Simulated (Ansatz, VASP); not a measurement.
# Two plane-wave programs on ZnSe

```
CELL_PARAMETERS angstrom
0.00000 2.81391 2.81391
2.81391 0.00000 2.81391
2.81391 2.81391 0.00000
ATOMIC_POSITIONS crystal
Zn 0.00000 0.00000 0.00000
Se 0.25000 0.25000 0.25000
```

Alike in both runs: functional revPBE; dispersion D3(BJ); k mesh 6 × 6 × 6; no spin polarisation.

Ansatz relaxed the structure, and its values are those at the end. VASP's run is a single point on that final structure, the one shown.

```csv
,VASP,Ansatz
version,VASP 6.6.1,Ansatz 0.2.0
potentials or method,"VASP PAW PBE potentials, release 64 (Zn, Se), cutoff 500 eV","plane waves, PAW"
occupations,"gaussian, width 0.01 eV",fixed
valence electrons in the cell,18,28
```

|  | VASP | Ansatz | Ansatz less VASP |
| --- | --- | --- | --- |
| pressure (GPa) | 0.3 | 0.0 | -0.26 |

VASP's potentials were made for PBE, not for revPBE. VASP's potentials hold 18 valence electrons a cell and Ansatz's 28, so a difference there can come from the potentials and not from the codes.
